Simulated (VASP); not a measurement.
Fe3Ge: density of states with PBEsol

Fe3Ge:

```
CELL_PARAMETERS angstrom
3.66050 0.00000 0.00000
0.00000 3.66050 0.00000
0.00000 0.00000 3.66050
ATOMIC_POSITIONS crystal
Fe 0.00000 0.50000 0.50000
Fe 0.50000 0.50000 0.00000
Fe 0.50000 0.00000 0.50000
Ge 0.00000 0.00000 0.00000
```

- Program: VASP 6.6.1
- Task: density of states
- Functional: PBEsol
- Potentials or basis: VASP PAW PBE potentials, release 64 (Fe, Ge_d)
- Cutoff: 520 eV
- k mesh: 9 × 9 × 9
- Occupations: fermi-dirac, width 0.03 eV
- Spin: no spin polarisation
- Dipole correction: no
- k mesh for the DOS: 14 × 14 × 14
- Occupations for the DOS: tetrahedron
- Further INCAR settings: ALGO = Normal; EDIFF = 1e-06; NBANDS = 27

The valence electrons inside the program's atomic spheres are Fe 7.22; Ge 12.42.

Levels at points of the mesh, in eV from the Fermi level:
```csv
k point,band 16,band 17,band 18,band 19,band 20,band 21,band 22,band 23
"(0.00, 0.00, 0.00)",-0.46,-0.46,-0.46,0.35,0.35,0.88,1.11,1.11
"(0.50, 0.00, 0.00)",-0.92,-0.44,-0.36,-0.36,-0.14,0.44,1.11,4.04
"(0.50, 0.50, 0.00)",-0.54,-0.54,-0.52,-0.38,-0.02,0.02,0.04,1.68
"(0.50, 0.50, 0.50)",-0.51,-0.51,-0.51,-0.10,-0.10,0.01,0.90,0.90
```

It took 2.3 min on 1 thread of Intel Xeon 6975P-C, with other jobs on the host, peak memory 0.26 GiB.

 Spin polarisation is off, so any magnetic state and its effect on volume and gap are missing.
